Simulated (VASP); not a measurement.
# Ru in VASP: further runs

Ru is run at these levels: PBEsol; tasks: single point.

Program: VASP 6.6.1. These are calculated values, not measurements. Logs are shortened: lines on timing, memory, paths and dates and some standing lists are left out, and cuts for length are marked.

### 1 The cell of the first run

The typed cell holds 1 atom: a = 2.701 Å, b = 2.701 Å, c = 2.667 Å, α = 90.00°, β = 59.56°, γ = 120.00°.

### 2 Single point, PBEsol

INCAR reads:

```
PREC     = Accurate       # precision mode
ENCUT    = 520            # plane-wave cutoff, eV
EDIFF    = 1E-6           # SCF threshold, eV
ISMEAR   = 0              # smearing method
SIGMA    = 0.1            # smearing width, eV
LREAL    = F              # projectors in reciprocal space
LASPH    = T              # aspherical terms in the spheres
NELM     = 100            # most SCF steps
ALGO     = Fast           # electronic algorithm
ISIF     = 2              # what is computed and relaxed
LWAVE    = F              # write WAVECAR
LCHARG   = F              # write CHGCAR
GGA      = PS             # functional
NBANDS   = 13             # bands
```

KPOINTS reads:

```
Automatic mesh
0
Gamma
  15 15 16
```

POSCAR reads:

```
Ru
1.0
    2.7013756845     -0.0000000197      0.0004296895
   -1.3506878594      2.3394599976      0.0000000000
    1.3510283608      0.7800165878      2.1636761133
Ru
1
Direct
    0.0000000000      0.0000000000      0.0000000000
```

Potentials or basis: VASP PAW PBE potentials, release 64 (Ru_pv).

Launch:

```sh
$ cat potpaw_PBE.64/Ru_pv/POTCAR > POTCAR
$ mpirun -np 1 vasp_std > vasp.out
```

OUTCAR:

```text
PREC = Accurate
   ENCUT = 520
   EDIFF = 1E-6
   ISMEAR = 0
   LREAL = F
   LASPH = T
   NELM = 100
   ISIF = 2
   GGA = PS

 ion  position               nearest neighbor table
   1  0.000  0.000  0.000-

  LATTYP: Found a base centered monoclinic cell.
 ALAT       =     4.5987568752
 B/A-ratio  =     0.5874143365
 C/A-ratio  =     0.5800334502
 COS(beta)  =    -0.5648762173

  Lattice vectors:

 A1 = (   1.3503473237,  -0.7800166075,  -2.1632464238)
 A2 = (  -0.0003405357,   1.5594433901,  -2.1632464238)
 A3 = (   1.3510283608,   0.7800165878,   2.1636761133)

Analysis of symmetry for initial positions (statically):
=====================================================================
 Subroutine PRICEL returns:
 Original cell was already a primitive cell.

 Routine SETGRP: Setting up the symmetry group for a
 base centered monoclinic supercell.

 Subroutine GETGRP returns: Found  4 space group operations
 (whereof  4 operations were pure point group operations)
 out of a pool of  4 trial point group operations.

The static configuration has the point symmetry C_2h.

Analysis of symmetry for dynamics (positions and initial velocities):
=====================================================================
 Subroutine PRICEL returns:
 Original cell was already a primitive cell.

 Routine SETGRP: Setting up the symmetry group for a
 base centered monoclinic supercell.

 Subroutine GETGRP returns: Found  4 space group operations
 (whereof  4 operations were pure point group operations)
 out of a pool of  4 trial point group operations.

The dynamic configuration has the point symmetry C_2h.

 Subroutine INISYM returns: Found  4 space group operations
 (whereof  4 operations are pure point group operations),
 and found     1 'primitive' translations

----------------------------------------------------------------------------------------

                                     Primitive cell

  volume of cell :      13.6721

  direct lattice vectors                    reciprocal lattice vectors
     2.701375684 -0.000000020  0.000429689     0.370230789  0.213752845 -0.308236088
    -1.350687859  2.339459998  0.000000000     0.000024518  0.427463225 -0.154118044
     1.351028361  0.780016588  2.163676113    -0.000073525 -0.000042450  0.462237596

  length of vectors
     2.701375719  2.701375719  2.667432817     0.527039469  0.454397602  0.462237604

  position of ions in fractional coordinates (direct lattice)
     0.000000000  0.000000000  0.000000000

  ion indices of the primitive-cell ions
   primitive index   ion index
                 1           1

----------------------------------------------------------------------------------------

 KPOINTS: Automatic mesh

Automatic generation of k-mesh.
 Grid dimensions read from file:
 generate k-points for:   15   15   16

 Generating k-lattice:

  Cartesian coordinates                     Fractional coordinates (reciprocal lattice)
     0.024682053  0.014250190 -0.020549073     0.066666667 -0.000000000  0.000000000
     0.000001635  0.028497548 -0.010274536    -0.000000000  0.066666667 -0.000000000
    -0.000004595 -0.000002653  0.028889850     0.000000000  0.000000000  0.062500000

  Length of vectors
     0.035135965  0.030293173  0.028889850

  Shift w.r.t. Gamma in fractional coordinates (k-lattice)
     0.000000000  0.000000000  0.000000000

 Subroutine IBZKPT returns following result:
 ===========================================

 Found    968 irreducible k-points:

 Following reciprocal coordinates:
            Coordinates               Weight
  0.000000  0.000000  0.000000      1.000000
  0.066667  0.000000 -0.000000      2.000000
  0.133333  0.000000 -0.000000      2.000000
  0.200000  0.000000 -0.000000      2.000000
  0.266667  0.000000 -0.000000      2.000000
  0.333333  0.000000 -0.000000      2.000000
[... 16 lines left out ...]
  0.400000  0.133333 -0.000000      4.000000
 -0.066667  0.133333 -0.000000      2.000000
 [... further k-points ...]
   k-points           NKPTS =    968   k-points in BZ     NKDIM =    968   number of bands    NBANDS=     13
   number of dos      NEDOS =    301   number of ions     NIONS =      1
   total plane-waves  NPLWV =   8000
   dimension x,y,z NGX =    20 NGY =   20 NGZ =   20
   dimension x,y,z NGXF=    40 NGYF=   40 NGZF=   40
   ions per type =               1
   NGX,Y,Z   is equivalent  to a cutoff of  12.31, 12.31, 12.46 a.u.
   NGXF,Y,Z  is equivalent  to a cutoff of  24.62, 24.62, 24.93 a.u.
 SYSTEM =  unknown system
   PREC   = accura    normal or accurate (medium, high low for compatibility)
   ISTART =      0    job   : 0-new  1-cont  2-samecut
   ICHARG =      2    charge: 1-file 2-atom 10-const
   ISPIN  =      1    spin polarized calculation?
   LNONCOLLINEAR =      F non collinear calculations
   LSORBIT =      F    spin-orbit coupling
   LASPH  =      T    aspherical Exc in radial PAW
   ENCUT  =  520.0 eV  38.22 Ry    6.18 a.u.   5.02  5.02  4.96*2*pi/ulx,y,z
   NELM   =    100;   NELMIN=  2; NELMDL= -5     # of ELM steps
   EDIFF  = 0.1E-05   stopping-criterion for ELM
   LREAL  =      F    real-space projection
   EDIFFG = 0.1E-04   stopping-criterion for IOM
   NSW    =      0    number of steps for IOM
   IBRION =     -1    ionic relax: 0-MD 1-quasi-New 2-CG
   NFREE  =      0    steps in history (QN), initial steepest desc. (CG)
   ISIF   =      2    stress and relaxation
   ISYM   =      2    0-nonsym 1-usesym 2-fastsym
   POTIM  = 0.5000    time-step for ionic-motion
   TEBEG  =    0.0;   TEEND  =   0.0 temperature during run
   PSTRESS=    0.0 pullay stress
   NELECT =      14.0000    total number of electrons
   NUPDOWN=      -1.0000    fix difference up-down
   EMIN   =  10.00;   EMAX   =-10.00  energy-range for DOS
   EFERMI =   0.00;   METHOD = LEGACY
   ISMEAR =     0;   SIGMA  =   0.10  broadening in eV -4-tet -1-fermi 0-gaus
   EFERMI_NEDOS =   21; number of points for ismear=-14 and -15
   IALGO  =     68    algorithm
   IMIX   =      4    mixing-type and parameters
     AMIX     =   0.40;   BMIX     =  1.00
     AMIX_MAG =   1.60;   BMIX_MAG =  1.00
  volume/ion in A,a.u.               =      13.67        92.26
  Fermi-wavevector in a.u.,A,eV,Ry     =   1.650083  3.118204 37.045578  2.722773
  Thomas-Fermi vector in A             =   2.739093
   LORBIT       =      0    0 simple, 1 ext, 2 COOP (PROOUT), +10 PAW based schemes
   GGA     = PS    functional components
   LHFCALC =     F    Hartree Fock is set to
   AEXX    =    0.0000 exact exchange contribution
   IVDW    =     0    specifies the selected vdW correction
   LEPSILON=     F    determine dielectric tensor
   LRPA    =     F    only Hartree local field effects (RPA)
 non-spin polarized calculation
 RMM-DIIS sequential band-by-band and
 Gauss-broadening in eV      SIGMA  =   0.10
  energy-cutoff  :      520.00
  volume of cell :       13.67
 maximum number of plane-waves:       379
   NGX =  9   NGY =  9   NGZ =  9

 number of electron      14.0000003 magnetization

 Free energy of the ion-electron system (eV)
  ---------------------------------------------------
  ext. energy  EPLUGINS =         0.00000000
  ---------------------------------------------------
  free energy    TOTEN  =       -10.04637816 eV

  energy without entropy =      -10.04135541  energy(sigma->0) =      -10.04386678

 E-fermi :  12.4890     XC(G=0): -14.2364

 val. band max:       12.4870967763   @ k =  -0.0000   0.1333   0.0625
 cond. band min:      12.4905177809   @ k =  -0.1333   0.1333   0.0625
 fundamental gap:      0.0034210047
 Fermi energy:        12.4890265992

 k-point     1 :       0.0000    0.0000    0.0000
  band No.  band energies     occupation
      1     -29.8990      2.00000
      2     -29.8956      2.00000
      3     -29.8675      2.00000
      4       4.5435      2.00000
      5       9.8191      2.00000
      6       9.8234      2.00000
      7      10.1112      2.00000
      8      12.3696      1.90889
      9      12.3746      1.89446
     10      22.8890      0.00000
     11      27.5066      0.00000
     12      33.0038      0.00000
     13      33.0074      0.00000

 k-point     2 :       0.0667    0.0000   -0.0000
  band No.  band energies     occupation
      1     -29.9369      2.00000
      2     -29.9127      2.00000
      3     -29.8926      2.00000
      4       4.7955      2.00000
      5       9.6900      2.00000
      6       9.9655      2.00000
      7      10.1852      2.00000
      8      12.1638      2.00000
      9      12.4383      1.52686
     10      22.8889      0.00000
     11      27.9324      0.00000
     12      32.4889      0.00000
     13      33.1197      0.00000

 k-point     3 :       0.1333    0.0000   -0.0000
  band No.  band energies     occupation
      1     -30.0623      2.00000
      2     -29.9610      2.00000
      3     -29.9429      2.00000
      4       5.4992      2.00000
      5       9.2109      2.00000
      6      10.3856      2.00000
      7      10.5614      2.00000
      8      11.6262      2.00000
      9      12.6366      0.03692
     10      22.8888      0.00000
     11      29.1183      0.00000
     12      31.5801      0.00000
     13      33.2650      0.00000
[... 305 lines left out ...]
 k-point    23 :       0.4000    0.1333   -0.0000
  band No.  band energies     occupation
      1     -30.8171      2.00000
      2     -30.3505      2.00000
      3     -30.2251      2.00000
      4       6.4852      2.00000
      5       7.0115      2.00000
      6      12.6749      0.00856
      7      13.5642      0.00000
      8      14.5127      0.00000
      9      18.2208      0.00000
     10      22.8825      0.00000
     11      24.0501      0.00000
     12      26.3523      0.00000
     13      27.3077      0.00000

 k-point    24 :      -0.0667    0.1333   -0.0000
  band No.  band energies     occupation
      1     -30.0041      2.00000
      2     -29.9255      2.00000
      3     -29.8844      2.00000
      4       5.0288      2.00000
      5       9.5684      2.00000
      6      10.0228      2.00000
      7      10.3046      2.00000
      8      12.1218      2.00000
      9      12.4191      1.67718
     10      22.8889      0.00000
     11      28.2916      0.00000
     12      31.3712      0.00000
     13      33.3655      0.00000

 [... further k-points ...]

------------------------ aborting loop because EDIFF is reached ----------------------------------------

  FORCE on cell =-STRESS in cart. coord.  units (eV):
  Direction    XX          YY          ZZ          XY          YZ          ZX
  --------------------------------------------------------------------------------------
  -------------------------------------------------------------------------------------
  Total       -0.9057022     -0.8882201     -0.0097675     -0.0151400     -0.0000974     -0.0001686
  in kB     -106.1355009   -104.0868426     -1.1446164     -1.7741902     -0.0114086     -0.0197630
  external PRESSURE =     -70.4556533 kB  Pullay stress =       0.0000000 kB

 VOLUME and BASIS-vectors are now :
 -----------------------------------------------------------------------------
  energy-cutoff  :      520.00
  volume of cell :       13.67
      direct lattice vectors                 reciprocal lattice vectors
     2.701375684 -0.000000020  0.000429689     0.370230789  0.213752845 -0.308236088
    -1.350687859  2.339459998  0.000000000     0.000024518  0.427463225 -0.154118044
     1.351028361  0.780016588  2.163676113    -0.000073525 -0.000042450  0.462237596

 POSITION                                       TOTAL-FORCE (eV/Angst)
 -----------------------------------------------------------------------------------
      0.00000      0.00000      0.00000        -0.000000      0.000000      0.000000
 -----------------------------------------------------------------------------------
    total drift:                               -0.000000     -0.000000     -0.000000

  FREE ENERGIE OF THE ION-ELECTRON SYSTEM (eV)
  ---------------------------------------------------
  free  energy   TOTEN  =       -10.0463781579 eV

  energy  without entropy=      -10.0413554092  energy(sigma->0) =      -10.04386678
```

Wall time 1.9 min (1 thread of AMD EPYC 7R13 (Zen 3), shared host); peak memory 0.23 GiB.

What came out:

| Quantity | Value |
| --- | --- |
| Free energy | -10.0464 eV |
| Pressure | -7.0 GPa |
| Band gap on the k mesh | zero (bands 7 and 8 overlap by 3.41 eV) |

Levels at points of the mesh, in eV from the Fermi level:
```tsv
k point	band 3	band 4	band 5	band 6	band 7	band 8	band 9	band 10	band 11	band 12
(0.00, 0.00, 0.00)	-42.36	-7.95	-2.67	-2.67	-2.38	-0.12	-0.11	10.40	15.02	20.51
(0.00, 0.00, 0.50)	-42.54	-6.06	-2.74	-2.74	1.18	1.79	1.80	10.21	10.46	14.47
```

Caveat: the cell stands under tension; the PAW data sets were made with another functional, which shifts forces and pressure a little.

### 3 Single point, PBEsol

This run uses another cell than the first one, of 13.53 Å³/atom.

Changes to INCAR since step 2:

```diff
@@ -7,3 +7,3 @@
 LASPH    = T              # aspherical terms in the spheres
-NELM     = 100            # most SCF steps
+NELM     = 80             # most SCF steps
 ALGO     = Fast           # electronic algorithm
@@ -11,4 +11,7 @@
 LWAVE    = F              # write WAVECAR
-LCHARG   = F              # write CHGCAR
+LCHARG   = T              # write CHGCAR
 GGA      = PS             # functional
+LELF     = T              # ELF
+LVHAR    = T            
+ISYM     = 0            
 NBANDS   = 13             # bands
```

KPOINTS reads:

```
regular mesh
0
Gamma
  15 15 16
```

POSCAR reads:

```
Ru
1.0
    2.7013757187      0.0000000000      0.0000000000
   -1.3506878594      2.3394599976      0.0000000000
    1.3506878594      0.7798199992      2.1408103619
Ru
1
Direct
    0.0000000000      0.0000000000      0.0000000000
```

Potentials or basis: VASP PAW PBE potentials, release 64 (Ru_pv).

Launch:

```sh
$ cat potpaw_PBE.64/Ru_pv/POTCAR > POTCAR
$ mpirun -np 1 vasp_std > vasp.out
```

OUTCAR:

```text
PREC = Accurate
   ENCUT = 520
   EDIFF = 1E-6
   ISMEAR = 0
   LREAL = F
   LASPH = T
   NELM = 80
   ISIF = 2
   GGA = PS
   ISYM = 0

 ion  position               nearest neighbor table
   1  0.000  0.000  0.000-

IMPORTANT INFORMATION: All symmetrisations will be switched off!
NOSYMM: (Re-)initialisation of all symmetry stuff for point group C_1.

----------------------------------------------------------------------------------------

                                     Primitive cell

  volume of cell :      13.5294

  direct lattice vectors                    reciprocal lattice vectors
     2.701375719  0.000000000  0.000000000     0.370181753  0.213724535 -0.311408558
    -1.350687859  2.339459998  0.000000000     0.000000000  0.427449070 -0.155704279
     1.350687859  0.779819999  2.140810362     0.000000000  0.000000000  0.467112836

  length of vectors
     2.701375719  2.701375719  2.648687586     0.528855365  0.454924752  0.467112836

  position of ions in fractional coordinates (direct lattice)
     0.000000000  0.000000000  0.000000000

  ion indices of the primitive-cell ions
   primitive index   ion index
                 1           1

[... 154 lines left out ...]
      4       4.6729      2.00000
      5       9.9074      2.00000
      6       9.9117      2.00000
      7      10.3710      2.00000
      8      12.5707      1.88502
      9      12.5721      1.88021
     10      23.0706      0.00000
     11      27.6858      0.00000
     12      33.1450      0.00000
     13      33.1481      0.00000
[... 354 lines left out ...]
  band No.  band energies     occupation
      1     -29.8903      2.00000
      2     -29.7343      2.00000
      3     -29.6947      2.00000
      4       5.3835      2.00000
      5       9.6547      2.00000
      6      10.1326      2.00000
      7      10.6037      2.00000
      8      12.4425      1.99930
      9      12.4538      1.99875
     10      23.0705      0.00000
     11      28.8113      0.00000
     12      30.7307      0.00000
     13      34.3884      0.00000

 [... further k-points ...]

------------------------ aborting loop because EDIFF is reached ----------------------------------------

  FORCE on cell =-STRESS in cart. coord.  units (eV):
  Direction    XX          YY          ZZ          XY          YZ          ZX
  --------------------------------------------------------------------------------------
  -------------------------------------------------------------------------------------
  Total       -0.7687048     -0.7486469      0.6279845     -0.0173741      0.0014856      0.0025724
  in kB      -91.0314238    -88.6561387     74.3670762     -2.0574749      0.1759254      0.3046311
  external PRESSURE =     -35.1068288 kB  Pullay stress =       0.0000000 kB

 VOLUME and BASIS-vectors are now :
 -----------------------------------------------------------------------------
  energy-cutoff  :      520.00
  volume of cell :       13.53
      direct lattice vectors                 reciprocal lattice vectors
     2.701375719  0.000000000  0.000000000     0.370181753  0.213724535 -0.311408558
    -1.350687859  2.339459998  0.000000000     0.000000000  0.427449070 -0.155704279
     1.350687859  0.779819999  2.140810362     0.000000000  0.000000000  0.467112836

 POSITION                                       TOTAL-FORCE (eV/Angst)
 -----------------------------------------------------------------------------------
      0.00000      0.00000      0.00000        -0.000000     -0.000000     -0.000000
 -----------------------------------------------------------------------------------
    total drift:                               -0.000000     -0.000000     -0.000000

  FREE ENERGIE OF THE ION-ELECTRON SYSTEM (eV)
  ---------------------------------------------------
  free  energy   TOTEN  =       -10.0430318647 eV

  energy  without entropy=      -10.0382276670  energy(sigma->0) =      -10.04062977
```

Run time: 3.5 min. Hardware: 1 thread of AMD EPYC 7R13 (Zen 3), shared host; peak memory 0.35 GiB.

Results:

```yaml
Free_energy: -10.0430 eV
Pressure: -3.5 GPa
Band_gap_on_the_k_mesh: zero (bands 7 and 8 overlap by 3.40 eV)
```

Stress tensor (GPa, compression positive):
```
-9.10 -0.21  0.03
-0.21 -8.87  0.02
 0.03  0.02  7.44
```

Levels at points of the mesh, in eV from the Fermi level:
```tsv
k point	band 5	band 6	band 7	band 8	band 9	band 10
(0.00, 0.00, 0.00)	-2.77	-2.77	-2.31	-0.11	-0.11	10.39
(0.00, 0.00, 0.50)	-2.81	-2.81	1.31	1.85	1.86	10.34
```

Caveat: the cell stands under tension; the PAW data sets were made with another functional, which shifts forces and pressure a little.

(Continued in part 2 of 2.)
